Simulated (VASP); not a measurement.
# MgGe2: single point with PBE

Crystal: MgGe2.

```
Mg Ge
1.0
     2.92506   -3.06088    0.00000
     2.92506    3.06088    0.00000
     0.00000    0.00000    4.09567
Mg Ge
1 2
Direct
  0.50000 0.50000 0.50000
  0.50000 0.50000 0.00000
  0.00000 0.00000 0.00000
```

* Program: VASP 6.6.1
* Task: single point
* Functional: PBE
* Potentials or basis: VASP PAW PBE potentials, release 64 (Mg, Ge_d)
* Cutoff: 520 eV
* k mesh: 5 × 5 × 6
* Occupations: gaussian, width 0.1 eV
* Spin: no spin polarisation

The pressure is 15.0 GPa and the band gap on the k mesh is zero (bands 15 and 16 overlap by 1.99 eV).

Stress tensor (GPa, compression positive):
```
-6.91  0.00  0.00
 0.00 -9.60  0.00
 0.00  0.00 61.59
```

Levels at points of the mesh, in eV from the Fermi level:
| k point | band 13 | band 14 | band 15 | band 16 | band 17 | band 18 |
| --- | --- | --- | --- | --- | --- | --- |
| (0.00, 0.00, 0.00) | -1.93 | -1.41 | -1.39 | 1.85 | 3.22 | 3.32 |
| (0.00, 0.00, 0.50) | -4.73 | -1.40 | -0.82 | 0.99 | 4.18 | 4.46 |

Run time: 29 s on 1 thread of Intel(R) Xeon(R) Platinum 8259CL CPU @ 2.50GHz (Skylake/Cascade Lake), with other jobs on the host, peak memory 0.21 GiB.

Caveat: the stress differs along the axes, from -10 to 62 GPa.
